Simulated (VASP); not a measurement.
# W (Fm-3m) in VASP: elastic constants with PBE

Aim: the elastic constants of W with PBE.

Everything below comes from runs of VASP 6.6.1. Logs are shortened: lines on timing, memory, paths and dates and some standing lists are left out, and cuts for length are marked.

## (1) The cell of the first run

Symmetry: Fm-3m, No. 225, cubic system. The conventional cell has a = 4.016 Å, b = 4.016 Å, c = 4.016 Å, α = 90.00°, β = 90.00°, γ = 90.00°. Within 3.7 Å of W (site symmetry m-3m) lie 12 W at 2.84 Å.

This isn't the form of W at room conditions, which is bcc.

## (2) Elastic constants, PBE

Contents of INCAR:

```
PREC = Accurate
ENCUT = 600
EDIFF = 1E-8
ISMEAR = -1
SIGMA = 0.15
LREAL = F
LASPH = T
NELM = 60
ALGO = Normal
ISIF = 3
LWAVE = F
LCHARG = F
GGA = PE
IBRION = 6
NFREE = 2
POTIM = 0.015
NSW = 1
```

Contents of KPOINTS:

```
regular mesh
0
Gamma
  20 20 20
```

Contents of POSCAR:

```
W
1.0
    0.0000000000      2.0078870489      2.0078870489
    2.0078870489      0.0000000000      2.0078870489
    2.0078870489      2.0078870489      0.0000000000
W
1
Direct
    0.0000000000      0.0000000000      0.0000000000
```

Potentials or basis: VASP PAW PBE potentials, release 64 (W_sv).

On the command line:

```console
> cat potpaw_PBE.64/W_sv/POTCAR > POTCAR
> mpirun -np 1 vasp_std > vasp.out
```

OUTCAR:

```text
PREC = Accurate
   ENCUT = 600
   EDIFF = 1E-8
   ISMEAR = -1
   LREAL = F
   LASPH = T
   NELM = 60
   ISIF = 3
   GGA = PE
   IBRION = 6
   NFREE = 2
   POTIM = 0.015
   NSW = 1

 ion  position               nearest neighbor table
   1  0.000  0.000  0.000-

  LATTYP: Found a face centered cubic cell.
 ALAT       =     4.0157740978

  Lattice vectors:

 A1 = (   0.0000000000,   2.0078870489,   2.0078870489)
 A2 = (   2.0078870489,   0.0000000000,   2.0078870489)
 A3 = (   2.0078870489,   2.0078870489,   0.0000000000)

Analysis of symmetry for initial positions (statically):
=====================================================================
 Subroutine PRICEL returns:
 Original cell was already a primitive cell.

 Routine SETGRP: Setting up the symmetry group for a
 face centered cubic supercell.

 Subroutine GETGRP returns: Found 48 space group operations
 (whereof 48 operations were pure point group operations)
 out of a pool of 48 trial point group operations.

The static configuration has the point symmetry O_h .

Analysis of symmetry for dynamics (positions and initial velocities):
=====================================================================
 Subroutine PRICEL returns:
 Original cell was already a primitive cell.

 Routine SETGRP: Setting up the symmetry group for a
 face centered cubic supercell.

 Subroutine GETGRP returns: Found 48 space group operations
 (whereof 48 operations were pure point group operations)
 out of a pool of 48 trial point group operations.

The dynamic configuration has the point symmetry O_h .

 Subroutine INISYM returns: Found 48 space group operations
 (whereof 48 operations are pure point group operations),
 and found     1 'primitive' translations

----------------------------------------------------------------------------------------

                                     Primitive cell

  volume of cell :      16.1900

  direct lattice vectors                    reciprocal lattice vectors
     0.000000000  2.007887049  2.007887049    -0.249017991  0.249017991  0.249017991
     2.007887049  0.000000000  2.007887049     0.249017991 -0.249017991  0.249017991
     2.007887049  2.007887049  0.000000000     0.249017991  0.249017991 -0.249017991

  length of vectors
     2.839581096  2.839581096  2.839581096     0.431311813  0.431311813  0.431311813

  position of ions in fractional coordinates (direct lattice)
     0.000000000  0.000000000  0.000000000

  ion indices of the primitive-cell ions
   primitive index   ion index
                 1           1

----------------------------------------------------------------------------------------

 KPOINTS: regular mesh

Automatic generation of k-mesh.
 Grid dimensions read from file:
 generate k-points for:   20   20   20

 Generating k-lattice:

  Cartesian coordinates                     Fractional coordinates (reciprocal lattice)
    -0.012450900  0.012450900  0.012450900     0.050000000  0.000000000  0.000000000
     0.012450900 -0.012450900  0.012450900     0.000000000  0.050000000  0.000000000
     0.012450900  0.012450900 -0.012450900     0.000000000  0.000000000  0.050000000

  Length of vectors
     0.021565591  0.021565591  0.021565591

[... 96 lines left out ...]
  ---------------------------------------------------
  ext. energy  EPLUGINS =         0.00000000
  ---------------------------------------------------
  free energy    TOTEN  =       -12.51077648 eV

  energy without entropy =      -12.42466352  energy(sigma->0) =      -12.46772000

------------------------ aborting loop because EDIFF is reached ----------------------------------------

  FORCE on cell =-STRESS in cart. coord.  units (eV):
  Direction    XX          YY          ZZ          XY          YZ          ZX
  --------------------------------------------------------------------------------------
  -------------------------------------------------------------------------------------
  Total        0.5693759      0.5693759      0.5693759      0.0000000      0.0000000      0.0000000
  in kB       56.3458389     56.3458389     56.3458389      0.0000000      0.0000000      0.0000000
  external PRESSURE =      56.3458389 kB  Pullay stress =       0.0000000 kB
[... 86 lines left out ...]
  FREE ENERGIE OF THE ION-ELECTRON SYSTEM (eV)
  ---------------------------------------------------
  free  energy   TOTEN  =       -12.5009135451 eV

  energy  without entropy=      -12.4169286582  energy(sigma->0) =      -12.45892110

[... ionic steps 4 to 12 ...]

--------------------------------------- Ionic step       13  -------------------------------------------

 number of electron      14.0000001 magnetization

------------------------ aborting loop because EDIFF is reached ----------------------------------------
[... 65 lines left out ...]
--------------------------------------- Ionic step       15  -------------------------------------------

 number of electron      14.0000001 magnetization

 Free energy of the ion-electron system (eV)
  ---------------------------------------------------
  ext. energy  EPLUGINS =         0.00000000
  ---------------------------------------------------
  free energy    TOTEN  =       -12.51077636 eV

  energy without entropy =      -12.42466338  energy(sigma->0) =      -12.46771987

 E-fermi :  10.7020     XC(G=0): -13.5107

 val. band max:       10.6969773091   @ k =  -0.3000   0.1500   0.0500
 cond. band min:      10.7050252537   @ k =   0.5000   0.3500   0.0500
 fundamental gap:      0.0080479446
 Fermi energy:        10.7020341249

 k-point     1 :       0.0000    0.0000    0.0000
  band No.  band energies     occupation
      1     -62.9648      2.00000
      2     -26.5787      2.00000
      3     -26.5787      2.00000
      4     -26.5787      2.00000
      5       1.6133      2.00000
      6      10.1041      1.96353
      7      10.1041      1.96353
      8      10.1041      1.96353
      9      13.2920      0.00000
     10      13.2920      0.00000
     11      23.4783      0.00000
[... 309 lines left out ...]
 k-point    24 :      -0.3500    0.0500    0.0000
  band No.  band energies     occupation
      1     -62.8691      2.00000
      2     -27.5852      2.00000
      3     -26.7463      2.00000
      4     -26.7056      2.00000
      5       4.9495      2.00000
      6       9.8229      1.99432
      7      10.0666      1.97149
      8      10.1950      1.93415
      9      14.3920      0.00000
     10      15.2884      0.00000
     11      22.2647      0.00000

 [... further k-points ...]

------------------------ aborting loop because EDIFF is reached ----------------------------------------

  FORCE on cell =-STRESS in cart. coord.  units (eV):
  Direction    XX          YY          ZZ          XY          YZ          ZX
  --------------------------------------------------------------------------------------
  -------------------------------------------------------------------------------------
  Total        0.5693579      0.5693579      0.5693579      0.0000000      0.0000000      0.0000000
  in kB       56.3440505     56.3440505     56.3440505      0.0000000      0.0000000      0.0000000
  external PRESSURE =      56.3440505 kB  Pullay stress =       0.0000000 kB
[... 16 lines left out ...]
  FREE ENERGIE OF THE ION-ELECTRON SYSTEM (eV)
  ---------------------------------------------------
  free  energy   TOTEN  =       -12.5107763633 eV

  energy  without entropy=      -12.4246633833  energy(sigma->0) =      -12.46771987

 INTERNAL STRAIN TENSORS FROM STRAINED CELLS
 ============================================

 INTERNAL STRAIN TENSOR FOR ION    1 for displacements in x,y,z  (eV/Angst):
          X           Y           Z          XY          YZ          ZX
  --------------------------------------------------------------------------------
  x    -0.00000     0.00000     0.00000    -0.00000     0.00000     0.00000
  y    -0.00000     0.00000     0.00000     0.00000    -0.00000     0.00000
  z     0.00000     0.00000    -0.00000     0.00000     0.00000     0.00000

 INTERNAL STRAIN TENSORS FROM DISPLACED ATOMS
 ============================================

 INTERNAL STRAIN TENSOR FOR ION    1 for displacements in x,y,z  (eV/Angst):
          X           Y           Z          XY          YZ          ZX
  --------------------------------------------------------------------------------
  x     0.00000     0.00000     0.00000     0.00000     0.00000     0.00000
  y     0.00000     0.00000     0.00000     0.00000     0.00000     0.00000
  z     0.00000     0.00000     0.00000     0.00000     0.00000     0.00000

 Eigenvectors and eigenvalues of the dynamical matrix
 ----------------------------------------------------

   1 f  =    0.000000 THz     0.000000 2PiTHz    0.000000 cm-1     0.000000 meV
             X         Y         Z           dx          dy          dz
      0.000000  0.000000  0.000000     0.707107   -0.707107    0.000000

   2 f  =    0.000000 THz     0.000000 2PiTHz    0.000000 cm-1     0.000000 meV
             X         Y         Z           dx          dy          dz
      0.000000  0.000000  0.000000    -0.707107   -0.707107    0.000000

   3 f  =    0.000000 THz     0.000000 2PiTHz    0.000000 cm-1     0.000000 meV
             X         Y         Z           dx          dy          dz
      0.000000  0.000000  0.000000     0.000000    0.000000    1.000000

--------------------------------------------------------------------------------------------------------

 ELASTIC MODULI CONTR FROM IONIC RELAXATION (kBar)
 Direction    XX          YY          ZZ          XY          YZ          ZX
 --------------------------------------------------------------------------------
 XX           0.0000      0.0000      0.0000      0.0000      0.0000      0.0000
 YY           0.0000      0.0000      0.0000      0.0000      0.0000      0.0000
 ZZ           0.0000      0.0000      0.0000      0.0000      0.0000      0.0000
 XY           0.0000      0.0000      0.0000      0.0000      0.0000      0.0000
 YZ           0.0000      0.0000      0.0000      0.0000      0.0000      0.0000
 ZX           0.0000      0.0000      0.0000      0.0000      0.0000      0.0000
 --------------------------------------------------------------------------------

 TOTAL ELASTIC MODULI (kBar)
 Direction    XX          YY          ZZ          XY          YZ          ZX
 --------------------------------------------------------------------------------
 XX        1166.8630   3919.5198   3919.5198      0.0000     -0.0000      0.0000
 YY        3919.5198   1166.8630   3919.5198     -0.0000     -0.0000      0.0000
 ZZ        3919.5198   3919.5198   1166.8630      0.0000     -0.0000      0.0000
 XY           0.0000     -0.0000      0.0000   -763.9988      0.0000     -0.0000
 YZ          -0.0000     -0.0000     -0.0000      0.0000   -763.9988      0.0000
 ZX           0.0000      0.0000      0.0000     -0.0000      0.0000   -763.9988
 --------------------------------------------------------------------------------
```

Run time: 46 min. Hardware: 1 thread of Oxide Virtual Turin-like, shared host; peak memory 0.81 GiB.

Results:

```yaml
Elastic_constants_C11_C12_C44: 117, 392, -76 GPa
Voigt_bulk_modulus: 300 GPa
```

Elastic tensor in Voigt notation (GPa, in the Cartesian axes of the cell as first typed):
```
117 392 392   0   0   0
392 117 392   0   0   0
392 392 117   0   0   0
  0   0   0 -76   0   0
  0   0   0   0 -76   0
  0   0   0   0   0 -76
```

Clamped-ion elastic tensor (GPa):
```
117 392 392   0   0   0
392 117 392   0   0   0
392 392 117   0   0   0
  0   0   0 -76   0   0
  0   0   0   0 -76   0
  0   0   0   0   0 -76
```

Caveat: the cell is under stress, which shifts elastic constants; the elastic tensor has a negative eigenvalue, so either the cell is unstable as it stands or the mesh is too thin; spin-orbit coupling is left out, which moves the levels of the heavy elements.
